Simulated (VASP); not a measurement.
# Si10H4F in VASP: further runs

Runs on Si10H4F. Level: LDA. Tasks: single point.

Everything below comes from runs of VASP 6.6.1. Logs are shortened: lines on timing, memory, paths and dates and some standing lists are left out, and cuts for length are marked.

## 1. The cell of the first run

The cell holds a slab with vacuum, 30 atoms: a = 7.679 Å, b = 7.679 Å, c = 20.256 Å, α = 90.00°, β = 90.00°, γ = 90.00°.

## 2. Single point, LDA

INCAR reads:

```
SYSTEM = Si10H4F
PREC = Accurate
ENCUT = 520
EDIFF = 1E-6
ISMEAR = -1
SIGMA = 0.02
LREAL = Auto
LASPH = .TRUE.
NELM = 100
ALGO = Normal
ISIF = 2
LWAVE = .FALSE.
LCHARG = .TRUE.
LELF = .TRUE.
LVHAR = .TRUE.
NBANDS = 72
```

KPOINTS reads:

```
regular mesh
0
G
  1 1 1
  0 0 0
```

POSCAR reads:

```
Si10H4F
1.0
    7.6791800000      0.0000000000      0.0000000000
    0.0000000000      7.6791800000      0.0000000000
    0.0000000000      0.0000000000     20.2555000000
H Si F
8 20 2
Direct
    0.4093926695      0.0000000000      0.0493693071
    0.0906086327      0.0000000000      0.0493693071
    0.9093939718      0.0000000000      0.0493693071
    0.5906099349      0.0000000000      0.0493693071
    0.4093926695      0.5000013022      0.0493693071
    0.0906086327      0.5000013022      0.0493693071
    0.9093939718      0.5000013022      0.0493693071
    0.5906099349      0.5000013022      0.0493693071
    0.2500006511      0.0000000000      0.0920984424
    0.7500019533      0.0000000000      0.0920984424
    0.2500006511      0.5000013022      0.0920984424
    0.7500019533      0.5000013022      0.0920984424
    0.2489588732      0.2485030954      0.1580212782
    0.7508223534      0.2500527400      0.1581348276
    0.2493886066      0.7523199092      0.1638271087
    0.7505619090      0.7521896869      0.1636296315
    0.0003776445      0.2535557182      0.2195354348
    0.4989204577      0.2536598960      0.2200488756
    0.0002995111      0.7649254217      0.2343412900
    0.4994804133      0.7646649773      0.2344350917
   -0.0013543113      0.0141030683      0.2938954852
    0.5017072135      0.0150536906      0.2954358076
   -0.0025784003      0.4921619235      0.2902964627
    0.5025145914      0.4919665902      0.2906519217
    0.2436327837      0.0923405884      0.3382538076
    0.7546639094      0.0900226326      0.3393201846
    0.2495188288      0.3750530656      0.3224655032
    0.7504316867      0.3720970208      0.3232652860
    1.1358374201      0.1265369480      0.4047592012
    0.9009685930     -0.0271643587      0.4131914789
```

Potentials or basis: VASP PAW LDA potentials, release 64 (H, Si, F).

Run with:

```sh
$ cat potpaw_LDA.64/H/POTCAR potpaw_LDA.64/Si/POTCAR potpaw_LDA.64/F/POTCAR > POTCAR
$ mpirun -np 1 vasp_gam > vasp.out
```

OUTCAR:

```text
SYSTEM = Si10H4F
   PREC = Accurate
   ENCUT = 520
   EDIFF = 1E-6
   ISMEAR = -1
   LREAL = Auto
   LASPH = .TRUE.
   NELM = 100
   ISIF = 2

 ion  position               nearest neighbor table
   1  0.409  0.000  0.049-   9 1.50
   2  0.091  0.000  0.049-   9 1.50
   3  0.909  0.000  0.049-  10 1.50
   4  0.591  0.000  0.049-  10 1.50
   5  0.409  0.500  0.049-  11 1.50
   6  0.091  0.500  0.049-  11 1.50
   7  0.909  0.500  0.049-  12 1.50
   8  0.591  0.500  0.049-  12 1.50
   9  0.250  0.000  0.092-   1 1.50   2 1.50  13 2.33  15 2.39
  10  0.750  0.000  0.092-   4 1.50   3 1.50  14 2.34  16 2.39
  11  0.250  0.500  0.092-   5 1.50   6 1.50  13 2.35  15 2.42
  12  0.750  0.500  0.092-   8 1.50   7 1.50  14 2.34  16 2.42
  13  0.249  0.249  0.158-  17 2.28  18 2.29   9 2.33  11 2.35
  14  0.751  0.250  0.158-  17 2.28  18 2.31  12 2.34  10 2.34
  15  0.249  0.752  0.164-  19 2.39   9 2.39  20 2.40  11 2.42
  16  0.751  0.752  0.164-  10 2.39  19 2.40  20 2.40  12 2.42
  17  0.000  0.254  0.220-  13 2.28  14 2.28  23 2.33  21 2.38  27 2.98  28 2.99
  18  0.499  0.254  0.220-  13 2.29  14 2.31  24 2.32  22 2.39  27 2.97  28 2.99
  19  0.000  0.765  0.234-  21 2.26  23 2.38  15 2.39  16 2.40
  20  0.499  0.765  0.234-  22 2.29  24 2.38  15 2.40  16 2.40
  21  0.999  0.014  0.294-  26 2.17  25 2.17  19 2.26  17 2.38
  22  0.502  0.015  0.295-  26 2.21  25 2.24  20 2.29  18 2.39
  23  0.997  0.492  0.290-  28 2.21  27 2.23  17 2.33  19 2.38
  24  0.503  0.492  0.291-  28 2.22  27 2.24  18 2.32  20 2.38
  25  0.244  0.092  0.338-  29 1.60  21 2.17  27 2.19  22 2.24
  26  0.755  0.090  0.339-  30 2.08  21 2.17  28 2.19  22 2.21
  27  0.250  0.375  0.322-  25 2.19  23 2.23  24 2.24  18 2.97  17 2.98
  28  0.750  0.372  0.323-  26 2.19  23 2.21  24 2.22  17 2.99  18 2.99
  29  0.136  0.127  0.405-  25 1.60
  30  0.901  0.973  0.413-  26 2.08

  LATTYP: Found a simple tetragonal cell.
 ALAT       =     7.6791800000
 C/A-ratio  =     2.6377165270

  Lattice vectors:

 A1 = (   7.6791800000,   0.0000000000,   0.0000000000)
 A2 = (   0.0000000000,   7.6791800000,   0.0000000000)
 A3 = (   0.0000000000,   0.0000000000,  20.2555000000)

Analysis of symmetry for initial positions (statically):
=====================================================================
 Subroutine PRICEL returns:
 Original cell was already a primitive cell.

 Routine SETGRP: Setting up the symmetry group for a
 simple tetragonal supercell.

 Subroutine GETGRP returns: Found  1 space group operations
 (whereof  1 operations were pure point group operations)
 out of a pool of 16 trial point group operations.

The static configuration has the point symmetry C_1 .
[... 151 lines left out ...]
   ISIF   =      2    stress and relaxation
   ISYM   =      2    0-nonsym 1-usesym 2-fastsym
   POTIM  = 0.5000    time-step for ionic-motion
   TEBEG  =    0.0;   TEEND  =   0.0 temperature during run
   PSTRESS=    0.0 pullay stress
   NELECT =     102.0000    total number of electrons
   NUPDOWN=      -1.0000    fix difference up-down
   EMIN   =  10.00;   EMAX   =-10.00  energy-range for DOS
   EFERMI =   0.00;   METHOD = LEGACY
   ISMEAR =    -1;   SIGMA  =   0.02  broadening in eV -4-tet -1-fermi 0-gaus
   EFERMI_NEDOS =   21; number of points for ismear=-14 and -15
   IALGO  =     38    algorithm
   IMIX   =      4    mixing-type and parameters
     AMIX     =   0.40;   BMIX     =  1.00
     AMIX_MAG =   1.60;   BMIX_MAG =  1.00
  volume/ion in A,a.u.               =      39.82       268.69
  Fermi-wavevector in a.u.,A,eV,Ry     =   0.720915  1.362332  7.071197  0.519718
  Thomas-Fermi vector in A             =   1.810489
   LORBIT       =      0    0 simple, 1 ext, 2 COOP (PROOUT), +10 PAW based schemes
   GGA     = CA    functional components
   LHFCALC =     F    Hartree Fock is set to
   AEXX    =    0.0000 exact exchange contribution
   IVDW    =     0    specifies the selected vdW correction
   LEPSILON=     F    determine dielectric tensor
   LRPA    =     F    only Hartree local field effects (RPA)
 non-spin polarized calculation
  energy-cutoff  :      520.00
  volume of cell :     1194.46
 maximum number of plane-waves:     16094
 NGX is ok and might be reduce to    60
   NGX = 29   NGY = 29   NGZ = 75

 number of electron     102.0000003 magnetization

 Free energy of the ion-electron system (eV)
  ---------------------------------------------------
  ext. energy  EPLUGINS =         0.00000000
  ---------------------------------------------------
  free energy    TOTEN  =      -142.23000501 eV

  energy without entropy =     -142.22395515  energy(sigma->0) =     -142.22698008

 E-fermi :  -1.3825     XC(G=0):  -4.2198

 val. band max:       -1.4669413028   @ k =   0.0000   0.0000   0.0000
 cond. band min:      -1.2980760709   @ k =   0.0000   0.0000   0.0000
 fundamental gap:      0.1688652318
 Fermi energy:        -1.3825086869

 k-point     1 :       0.0000    0.0000    0.0000
  band No.  band energies     occupation
      1     -26.0364      2.00000
      2     -22.8079      2.00000
      3     -13.3638      2.00000
      4     -11.8405      2.00000
      5     -11.3976      2.00000
      6     -11.1378      2.00000
[... 55 lines left out ...]
     62       1.2806      0.00000
     63       1.4121      0.00000
 [bands above 63 left out]

------------------------ aborting loop because EDIFF is reached ----------------------------------------

  FORCE on cell =-STRESS in cart. coord.  units (eV):
  Direction    XX          YY          ZZ          XY          YZ          ZX
  --------------------------------------------------------------------------------------
  -------------------------------------------------------------------------------------
  Total       50.6781822     10.3726276    -13.0272776      3.6837444      3.4776739     -1.5868231
  in kB       67.9765231     13.9131897    -17.4739701      4.9411429      4.6647328     -2.1284645
  external PRESSURE =      21.4719143 kB  Pullay stress =       0.0000000 kB

 VOLUME and BASIS-vectors are now :
 -----------------------------------------------------------------------------
  energy-cutoff  :      520.00
  volume of cell :     1194.46
      direct lattice vectors                 reciprocal lattice vectors
     7.679180000  0.000000000  0.000000000     0.130222237  0.000000000  0.000000000
     0.000000000  7.679180000  0.000000000     0.000000000  0.130222237  0.000000000
     0.000000000  0.000000000 20.255500000     0.000000000  0.000000000  0.049369307

 POSITION                                       TOTAL-FORCE (eV/Angst)
 -----------------------------------------------------------------------------------
      3.14380      0.00000      1.00000        -0.752233     -0.035274      0.121747
      0.69580      0.00000      1.00000         0.723144     -0.007480      0.110992
      6.98340      0.00000      1.00000        -0.690152      0.031227      0.157156
      4.53540      0.00000      1.00000         0.742564     -0.001896      0.144469
      3.14380      3.83960      1.00000        -0.758416      0.090264      0.075365
      0.69580      3.83960      1.00000         0.772250      0.044240      0.162306
[... 22 lines left out ...]
      1.04312      0.97170      8.19860         1.353285      0.569572      2.058699
      6.91870      7.47058      8.36940        -2.835633      0.492818     -1.669909
 -----------------------------------------------------------------------------------
    total drift:                               -0.003723      0.005060     -0.014681

  FREE ENERGIE OF THE ION-ELECTRON SYSTEM (eV)
  ---------------------------------------------------
  free  energy   TOTEN  =      -142.2300050073 eV

  energy  without entropy=     -142.2239551485  energy(sigma->0) =     -142.22698008
```

stdout:

```text
POSCAR found type information on POSCAR H SiF
 POSCAR found :  3 types and      30 ions
 scaLAPACK will be used
 LDA part: xc-table for (Slater(with rela. corr.)+CA(PZ))
 , standard interpolation
 POSCAR, INCAR and KPOINTS ok, starting setup
 FFT: planning ... GRIDC
 FFT: planning ... GRID_SOFT
 FFT: planning ... GRID
 WAVECAR not read
 entering main loop
```

It took 7.9 min on 1 thread of Intel Xeon 8259CL, shared host; peak memory 0.71 GiB.

Results:

```yaml
Free_energy: -142.2300 eV
Largest_force: 3.328 eV/Å
```

Forces on the atoms (eV/Å):
```
H   -0.752 -0.035  0.122
H    0.723 -0.007  0.111
H   -0.690  0.031  0.157
H    0.743 -0.002  0.144
H   -0.758  0.090  0.075
H    0.772  0.044  0.162
H   -0.756  0.027  0.184
H    0.767  0.074  0.073
Si   0.006 -0.243  0.623
Si  -0.049 -0.282  0.720
Si   0.165  0.194  0.806
Si  -0.196  0.329  0.791
Si  -0.243  0.280 -0.175
Si   0.099  0.278 -0.146
Si  -0.087 -0.067  0.047
Si   0.085 -0.087 -0.069
Si   0.104 -0.353 -0.115
Si  -0.054 -0.405  0.225
Si  -0.091 -1.208 -0.949
Si   0.032 -1.203 -0.784
Si  -0.095 -0.507 -2.128
Si  -0.105 -0.191 -0.080
Si   0.031  1.095 -0.322
Si  -0.232  1.064 -0.197
Si   0.373 -0.628 -0.307
Si   1.254 -1.404  2.318
Si   0.342  1.562 -1.255
Si   0.095  0.492 -0.423
F    1.353  0.570  2.059
F   -2.836  0.493 -1.670
```

Caveat: the k points lie up to 0.82 Å⁻¹ apart.

## 3. Single point, LDA

INCAR reads:

```
PREC     = Accurate       # precision mode
ENCUT    = 520            # plane-wave cutoff, eV
EDIFF    = 1E-6           # SCF threshold, eV
ISMEAR   = -1             # smearing method
SIGMA    = 0.02           # smearing width, eV
LREAL    = Auto         
LASPH    = True           # aspherical terms in the spheres
NELM     = 100            # most SCF steps
ALGO     = Normal         # electronic algorithm
ISIF     = 2              # what is computed and relaxed
LWAVE    = False          # write WAVECAR
LCHARG   = False          # write CHGCAR
GGA      = CA             # functional
NBANDS   = 72             # bands
```

KPOINTS reads:

```
Automatic mesh
0
Gamma
  1 1 1
```

POSCAR reads:

```
Si10H4F
1.0
    7.6791800000      0.0000000000      0.0000000000
    0.0000000000      7.6791800000      0.0000000000
    0.0000000000      0.0000000000     20.2555000000
H Si F
8 20 2
Direct
    0.4093926695      0.0000000000      0.0493693071
    0.0906086327      0.0000000000      0.0493693071
    0.9093939718      0.0000000000      0.0493693071
    0.5906099349      0.0000000000      0.0493693071
    0.4093926695      0.5000013022      0.0493693071
    0.0906086327      0.5000013022      0.0493693071
    0.9093939718      0.5000013022      0.0493693071
    0.5906099349      0.5000013022      0.0493693071
    0.2500006511      0.0000000000      0.0920984424
    0.7500019533      0.0000000000      0.0920984424
    0.2500006511      0.5000013022      0.0920984424
    0.7500019533      0.5000013022      0.0920984424
    0.2490760732      0.2579051409      0.1466169682
    0.7337892848      0.2480863842      0.1514749080
    0.2601449634      0.7472151975      0.1541062921
    0.7402092411      0.7359119073      0.1444200341
   -0.0063157785      0.3057357687      0.2073807114
    0.5136485927      0.2508731401      0.2190565525
   -0.0078263565      0.7102060376      0.1973291205
    0.5070072586      0.7369927518      0.2094492854
   -0.0427259160     -0.0113944458      0.2272962899
    0.5938003797     -0.0372044932      0.2668262941
    0.0013152446      0.5062259252      0.2892843919
    0.5099242367      0.5133360593      0.2916146232
    0.2966071898      0.0575452066      0.2128853892
    0.7599899989      0.1205337028      0.3529757350
    0.2655752307      0.3377964835      0.2858087927
    0.7450144416      0.3457660844      0.2812816272
    1.4596219909      0.3871116447      0.4248426353
    1.0930463930     -0.1332303710      0.3005257831
```

Potentials or basis: VASP PAW LDA potentials, release 64 (H, Si, F).

Run with:

```sh
$ cat potpaw_LDA.64/H/POTCAR potpaw_LDA.64/Si/POTCAR potpaw_LDA.64/F/POTCAR > POTCAR
$ mpirun -np 1 vasp_gam > vasp.out
```

Run time: 7.6 min. Hardware: 1 thread of Intel Xeon 8259CL, shared host; peak memory 0.71 GiB.

Results (log left out):

```
Free energy   : -136.2425 eV
Largest force : 4.255 eV/Å
```

Forces in eV/Å, atoms in the order of the input:
```
H   -0.540  0.144  0.046
H    0.436 -0.072  0.052
H   -0.558  0.035  0.027
H    0.547  0.006  0.069
H   -0.361 -0.169 -0.243
H    0.560  0.044  0.102
H   -0.671 -0.130  0.005
H    0.333 -0.366 -0.268
Si  -0.286 -0.713 -0.972
Si   0.382  0.053 -0.331
Si   0.656  1.255 -1.134
Si  -0.491 -2.254 -1.937
Si  -0.138  2.125 -1.032
Si   1.165 -0.280 -0.743
Si  -0.787  0.152 -0.617
Si   0.132  1.839  0.188
Si  -0.176 -2.018 -0.034
Si  -0.506  0.448 -0.032
Si   0.503 -0.764  1.345
Si  -0.300 -1.287  1.250
Si   0.472  0.716  1.890
Si   1.107  2.294  0.936
Si   0.512  0.854  0.084
Si  -0.962  0.012  0.422
Si  -1.067 -2.885  2.939
Si  -0.480 -1.026 -0.767
Si  -0.291  0.296  0.988
Si   1.296  0.540  0.617
F    0.200 -0.057 -1.674
F   -0.690  1.208 -1.174
```

Levels at points of the mesh, in eV from the Fermi level:
```
           k point  band 49  band 50  band 51  band 52  band 53  band 54
(0.00, 0.00, 0.00)    -0.71    -0.60    -0.07     0.07     0.19     0.40
```

Caveat: the k points lie up to 0.82 Å⁻¹ apart.

[end of part 1 of 2]
